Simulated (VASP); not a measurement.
## Zn: single point with PBEsol

The system is Zn.

```xyz
2
Lattice="2.6137 0.0000 0.0000 -1.3068 2.2635 0.0000 0.0000 0.0000 4.3275" Properties=species:S:1:pos:R:3 pbc="T T T"
Zn    1.3068    0.7545    3.2456
Zn    0.0000    1.5090    1.0819
```

```yaml
Program: VASP 6.6.1
Task: single point
Functional: PBEsol
Potentials_or_basis: VASP PAW PBE potentials, release 64 (Zn)
Cutoff: 520 eV
k_mesh: 11 × 11 × 6
Occupations: fermi-dirac, width 0.05 eV
Spin: no spin polarisation
Dipole_correction: no
Further_INCAR_settings: ALGO = Normal; EDIFF = 1e-06; NBANDS = 19
```

```json
{"Pressure": "10.7 GPa", "Band gap on the k mesh": "zero (band 12 reaches 5.81 eV, above the bottom of band 13 at 2.95 eV)"}
```

Stress tensor (GPa, compression positive):
```
10.72  0.00  0.00
 0.00 10.72  0.00
 0.00  0.00 10.63
```

Levels at points of the mesh, in eV from the Fermi level:
```tsv
k point	band 9	band 10	band 11	band 12	band 13	band 14	band 15	band 16
(0.00, 0.00, 0.00)	-8.10	-7.63	-7.63	-4.15	-1.62	16.92	16.92	18.53
(0.00, 0.00, 0.50)	-7.78	-7.78	-7.78	-7.78	7.52	7.52	18.74	18.74
```

Wall time 46 s on 1 thread of AMD EPYC 7R13 (shared host), peak memory 0.12 GiB.

Caveat: the PAW data sets were made with another functional, which shifts forces and pressure a little.
